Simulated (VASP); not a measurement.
# Si (P1) in VASP: single point with LDA

Aim: the single point of Si with LDA.

Program: VASP 6.6.1. These are calculated values, not measurements. Logs are shortened: lines on timing, memory, paths and dates and some standing lists are left out, and cuts for length are marked.

**1. The cell of the first run**

The typed cell holds 4 atoms: a = 5.036 Å, b = 4.959 Å, c = 5.113 Å, α = 101.63°, β = 97.00°, γ = 134.14°.

**2. Single point, LDA (atoms moved at random and the cell strained at random)**

The input, INCAR:

```
PREC = Accurate
ENCUT = 520
EDIFF = 1E-6
ISMEAR = 0
SIGMA = 0.03
LREAL = False
LASPH = True
NELM = 80
ALGO = Normal
ISIF = 2
LWAVE = False
LCHARG = False
GGA = CA
NBANDS = 16
```

The input, KPOINTS:

```
Automatic mesh
0
Gamma
  10 10 10
```

The input, POSCAR:

```
Si
1.0
   -3.2025289441      3.3337276793      1.9989901956
    3.1225720013     -3.3536545835      1.8951445044
    3.2404085323      3.3915341716     -2.0334616568
Si
4
Direct
    0.2361805886      0.1341245021      0.3235508066
    0.8315995797      0.8089761753      0.6818242419
    0.1929315262      0.9068452257      0.0035770819
    0.7392883056      0.1500540969     -0.0089521304
```

Potentials or basis: VASP PAW LDA potentials, release 64 (Si).

Command:

```bash
> cat potpaw_LDA.64/Si/POTCAR > POTCAR
> mpirun -np 1 vasp_std > vasp.out
```

OUTCAR:

```text
PREC = Accurate
   ENCUT = 520
   EDIFF = 1E-6
   ISMEAR = 0
   LREAL = False
   LASPH = True
   NELM = 80
   ISIF = 2
   GGA = CA

 ion  position               nearest neighbor table
   1  0.236  0.134  0.324-   3 1.68   2 2.40   2 2.76   4 2.91   2 3.03
   2  0.832  0.809  0.682-   3 1.99   1 2.40   4 2.40   1 2.76   1 3.03
   3  0.193  0.907  0.004-   1 1.68   2 1.99   4 2.12   4 2.69
   4  0.739  0.150  0.991-   3 2.12   2 2.40   3 2.69   1 2.91

  LATTYP: Found a triclinic cell.
 ALAT       =     4.9587324652
 B/A-ratio  =     1.3562854857
 C/A-ratio  =     0.7854842903
 COS(alpha) =     0.0103558569
 COS(beta)  =     0.3726309783
 COS(gamma) =     0.6747054399

  Lattice vectors:

 A1 = (  -3.1225720013,   3.3536545835,  -1.8951445044)
 A2 = (   0.0378795882,   6.7252618509,  -0.0344714612)
 A3 = (   0.0799569428,   0.0199269042,  -3.8941347000)

Analysis of symmetry for initial positions (statically):
=====================================================================
 Subroutine PRICEL returns:
 Original cell was already a primitive cell.

 Routine SETGRP: Setting up the symmetry group for a
 triclinic supercell.

 Subroutine GETGRP returns: Found  1 space group operations
 (whereof  1 operations were pure point group operations)
 out of a pool of  2 trial point group operations.

The static configuration has the point symmetry C_1 .

Analysis of symmetry for dynamics (positions and initial velocities):
=====================================================================
 Subroutine PRICEL returns:
 Original cell was already a primitive cell.

 Routine SETGRP: Setting up the symmetry group for a
 triclinic supercell.

 Subroutine GETGRP returns: Found  1 space group operations
 (whereof  1 operations were pure point group operations)
 out of a pool of  2 trial point group operations.

The dynamic configuration has the point symmetry C_1 .

 Subroutine INISYM returns: Found  1 space group operations
 (whereof  1 operations are pure point group operations),
 and found     1 'primitive' translations

----------------------------------------------------------------------------------------

                                     Primitive cell

  volume of cell :      83.2782

  direct lattice vectors                    reciprocal lattice vectors
    -3.202528944  3.333727679  1.998990196     0.004708081  0.149987260  0.257660637
     3.122572001 -3.353654584  1.895144504     0.162811478  0.000416374  0.260141542
     3.240408532  3.391534172 -2.033461657     0.156365223  0.147832712  0.003967077

  length of vectors
     5.036456461  4.958732465  5.112506020     0.298173352  0.306889838  0.215221587

  position of ions in fractional coordinates (direct lattice)
     0.236180589  0.134124502  0.323550807
     0.831599580  0.808976175  0.681824242
     0.192931526  0.906845226  0.003577082
     0.739288306  0.150054097  0.991047870

  ion indices of the primitive-cell ions
   primitive index   ion index
                 1           1
                 2           2
                 3           3
                 4           4

----------------------------------------------------------------------------------------

 KPOINTS: Automatic mesh

Automatic generation of k-mesh.
 Grid dimensions read from file:
 generate k-points for:   10   10   10

 Generating k-lattice:

  Cartesian coordinates                     Fractional coordinates (reciprocal lattice)
     0.000470808  0.014998726  0.025766064     0.100000000  0.000000000  0.000000000
     0.016281148  0.000041637  0.026014154    -0.000000000  0.100000000  0.000000000
     0.015636522  0.014783271  0.000396708    -0.000000000  0.000000000  0.100000000

  Length of vectors
     0.029817335  0.030688984  0.021522159

  Shift w.r.t. Gamma in fractional coordinates (k-lattice)
     0.000000000  0.000000000  0.000000000

 Subroutine IBZKPT returns following result:
 ===========================================

 Found    504 irreducible k-points:

 Following reciprocal coordinates:
            Coordinates               Weight
  0.000000  0.000000  0.000000      1.000000
  0.100000  0.000000 -0.000000      2.000000
  0.200000  0.000000 -0.000000      2.000000
  0.300000  0.000000 -0.000000      2.000000
  0.400000  0.000000 -0.000000      2.000000
  0.500000  0.000000  0.000000      1.000000
[... 16 lines left out ...]
 -0.400000  0.200000  0.000000      2.000000
 -0.300000  0.200000 -0.000000      2.000000
 [... further k-points ...]
   k-points           NKPTS =    504   k-points in BZ     NKDIM =    504   number of bands    NBANDS=     16
   number of dos      NEDOS =    301   number of ions     NIONS =      4
   total plane-waves  NPLWV =  64000
   dimension x,y,z NGX =    40 NGY =   40 NGZ =   40
   dimension x,y,z NGXF=    80 NGYF=   80 NGZF=   80
   ions per type =               4
   NGX,Y,Z   is equivalent  to a cutoff of  13.20, 13.41, 13.01 a.u.
   NGXF,Y,Z  is equivalent  to a cutoff of  26.41, 26.82, 26.01 a.u.
 SYSTEM =  unknown system
   PREC   = accura    normal or accurate (medium, high low for compatibility)
   ISTART =      0    job   : 0-new  1-cont  2-samecut
   ICHARG =      2    charge: 1-file 2-atom 10-const
   ISPIN  =      1    spin polarized calculation?
   LNONCOLLINEAR =      F non collinear calculations
   LSORBIT =      F    spin-orbit coupling
   LASPH  =      T    aspherical Exc in radial PAW
   ENCUT  =  520.0 eV  38.22 Ry    6.18 a.u.   9.36  9.22  9.51*2*pi/ulx,y,z
   NELM   =     80;   NELMIN=  2; NELMDL= -5     # of ELM steps
   EDIFF  = 0.1E-05   stopping-criterion for ELM
   LREAL  =      F    real-space projection
   EDIFFG = 0.1E-04   stopping-criterion for IOM
   NSW    =      0    number of steps for IOM
   IBRION =     -1    ionic relax: 0-MD 1-quasi-New 2-CG
   NFREE  =      0    steps in history (QN), initial steepest desc. (CG)
   ISIF   =      2    stress and relaxation
   ISYM   =      2    0-nonsym 1-usesym 2-fastsym
   POTIM  = 0.5000    time-step for ionic-motion
   TEBEG  =    0.0;   TEEND  =   0.0 temperature during run
   PSTRESS=    0.0 pullay stress
   NELECT =      16.0000    total number of electrons
   NUPDOWN=      -1.0000    fix difference up-down
   EMIN   =  10.00;   EMAX   =-10.00  energy-range for DOS
   EFERMI =   0.00;   METHOD = LEGACY
   ISMEAR =     0;   SIGMA  =   0.03  broadening in eV -4-tet -1-fermi 0-gaus
   EFERMI_NEDOS =   21; number of points for ismear=-14 and -15
   IALGO  =     38    algorithm
   IMIX   =      4    mixing-type and parameters
     AMIX     =   0.40;   BMIX     =  1.00
     AMIX_MAG =   1.60;   BMIX_MAG =  1.00
  volume/ion in A,a.u.               =      20.82       140.50
  Fermi-wavevector in a.u.,A,eV,Ry     =   0.944650  1.785130 12.141348  0.892364
  Thomas-Fermi vector in A             =   2.072475
   LORBIT       =      0    0 simple, 1 ext, 2 COOP (PROOUT), +10 PAW based schemes
   GGA     = CA    functional components
   LHFCALC =     F    Hartree Fock is set to
   AEXX    =    0.0000 exact exchange contribution
   IVDW    =     0    specifies the selected vdW correction
   LEPSILON=     F    determine dielectric tensor
   LRPA    =     F    only Hartree local field effects (RPA)
 non-spin polarized calculation
 Gauss-broadening in eV      SIGMA  =   0.03
  energy-cutoff  :      520.00
  volume of cell :       83.28
 maximum number of plane-waves:      2262
 NGX is ok and might be reduce to    40
   NGX = 19   NGY = 19   NGZ = 19

 number of electron      15.9999999 magnetization

 Free energy of the ion-electron system (eV)
  ---------------------------------------------------
  ext. energy  EPLUGINS =         0.00000000
  ---------------------------------------------------
  free energy    TOTEN  =       -15.75179500 eV

  energy without entropy =      -15.75138384  energy(sigma->0) =      -15.75158942

 E-fermi :   5.3395     XC(G=0):  -9.3272

 val. band max:        5.3362035750   @ k =   0.4000  -0.3000   0.4000
 cond. band min:       5.3499311364   @ k =   0.2000  -0.2000   0.2000
 fundamental gap:      0.0137275614
 Fermi energy:         5.3394941504

 k-point     1 :       0.0000    0.0000    0.0000
  band No.  band energies     occupation
      1      -7.4806      2.00000
      2      -1.8393      2.00000
      3      -1.7071      2.00000
      4      -0.0261      2.00000
      5       0.7819      2.00000
      6       3.1677      2.00000
[... 8 lines left out ...]
     15      11.0490      0.00000
     16      11.5786      0.00000

 k-point     2 :       0.1000    0.0000   -0.0000
  band No.  band energies     occupation
      1      -7.3862      2.00000
      2      -1.9828      2.00000
      3      -1.8072      2.00000
      4       0.1524      2.00000
      5       0.9610      2.00000
      6       2.7904      2.00000
[... 8 lines left out ...]
     15      10.5246      0.00000
     16      12.0101      0.00000

 k-point     3 :       0.2000    0.0000   -0.0000
  band No.  band energies     occupation
      1      -7.1110      2.00000
      2      -2.3638      2.00000
      3      -2.0014      2.00000
      4       0.4933      2.00000
      5       1.3554      2.00000
      6       2.1742      2.00000
[... 8 lines left out ...]
     15      10.9394      0.00000
     16      11.7694      0.00000

 k-point     4 :       0.3000    0.0000   -0.0000
  band No.  band energies     occupation
      1      -6.6860      2.00000
      2      -2.9466      2.00000
      3      -2.1231      2.00000
      4       0.6272      2.00000
      5       1.4139      2.00000
      6       2.0375      2.00000
[... 8 lines left out ...]
     15      11.1959      0.00000
     16      12.5277      0.00000
[... 324 lines left out ...]
 k-point    22 :       0.5000    0.2000    0.0000
  band No.  band energies     occupation
      1      -6.3938      2.00000
      2      -3.6671      2.00000
      3      -2.1509      2.00000
      4       0.2688      2.00000
      5       1.4233      2.00000
      6       2.1747      2.00000
[... 8 lines left out ...]
     15      11.7824      0.00000
     16      12.2520      0.00000

 k-point    23 :      -0.4000    0.2000    0.0000
  band No.  band energies     occupation
      1      -6.8206      2.00000
      2      -3.4934      2.00000
      3      -1.8503      2.00000
      4       0.4805      2.00000
      5       1.7062      2.00000
      6       2.5012      2.00000
[... 8 lines left out ...]
     15      11.1815      0.00000
     16      11.8686      0.00000

 k-point    24 :      -0.3000    0.2000   -0.0000
  band No.  band energies     occupation
      1      -7.1466      2.00000
      2      -3.2891      2.00000
      3      -1.4926      2.00000
      4       0.2205      2.00000
      5       2.0921      2.00000
      6       2.8178      2.00000
[... 8 lines left out ...]
     15      11.1343      0.00000
     16      11.6697      0.00000

 [... further k-points ...]
[... 5 lines left out ...]
  --------------------------------------------------------------------------------------
  -------------------------------------------------------------------------------------
  Total       33.7415227     11.1691075     -0.8377524     10.1404938      3.6250631     -4.1091841
  in kB      649.1481115    214.8807894    -16.1173935    195.0914446     69.7420462    -79.0559781
  external PRESSURE =     282.6371691 kB  Pullay stress =       0.0000000 kB

 VOLUME and BASIS-vectors are now :
 -----------------------------------------------------------------------------
  energy-cutoff  :      520.00
  volume of cell :       83.28
      direct lattice vectors                 reciprocal lattice vectors
    -3.202528944  3.333727679  1.998990196     0.004708081  0.149987260  0.257660637
     3.122572001 -3.353654584  1.895144504     0.162811478  0.000416374  0.260141542
     3.240408532  3.391534172 -2.033461657     0.156365223  0.147832712  0.003967077

 POSITION                                       TOTAL-FORCE (eV/Angst)
 -----------------------------------------------------------------------------------
      0.71088      1.43489      0.06838        23.345330      5.686613     -2.436698
      2.07225      2.37173      1.80902        -1.334426     -6.741291     -0.281053
      2.22541     -2.38593      2.09700       -20.030901     -1.307813     -0.434058
      1.31236      5.32253     -0.25305        -1.980002      2.362491      3.151808
 -----------------------------------------------------------------------------------
    total drift:                               -0.000008     -0.000050     -0.000103

  FREE ENERGIE OF THE ION-ELECTRON SYSTEM (eV)
  ---------------------------------------------------
  free  energy   TOTEN  =       -15.7517949956 eV

  energy  without entropy=      -15.7513838407  energy(sigma->0) =      -15.75158942
```

Wall time 6.8 min (1 thread of Intel Xeon Platinum 8488C (Sapphire Rapids), shared host); peak memory 0.55 GiB.

Results:

- Free energy: -15.7518 eV
- Pressure: 28.3 GPa
- Largest force: 24.151 eV/Å
- Band gap on the k mesh: zero (bands 8 and 9 overlap by 1.09 eV)

Forces in eV/Å, atoms in the order of the input:
```
Si   23.345   5.687  -2.437
Si   -1.334  -6.741  -0.281
Si  -20.031  -1.308  -0.434
Si   -1.980   2.362   3.152
```

Levels at points of the mesh, in eV from the Fermi level:
```
           k point  band 6  band 7  band 8  band 9  band 10  band 11
(0.00, 0.00, 0.00)   -2.17   -0.62   -0.18    0.46     0.80     1.82
(0.50, 0.00, 0.00)   -3.42   -2.89   -0.58    0.74     1.00     2.13
(0.00, 0.50, 0.00)   -4.08   -2.01   -1.02    0.61     2.08     2.47
(0.50, 0.50, 0.00)   -2.38   -1.17   -0.68    0.66     0.95     2.51
(0.00, 0.00, 0.50)   -2.58   -0.96   -0.33    0.29     1.02     2.28
(0.50, 0.00, 0.50)   -3.58   -1.73   -1.37    0.95     1.76     1.81
(0.00, 0.50, 0.50)   -4.48   -2.16   -0.32    0.17     1.86     2.45
(0.50, 0.50, 0.50)   -0.99   -0.50    0.06    1.75     2.28     2.80
```

Caveat: the cell differs from its parent crystal (atoms moved at random and the cell strained at random); the stress differs along the axes, from -2 to 65 GPa; forces of over 1 eV/Å act on the atoms, so gaps and moduli don't describe the material at rest.
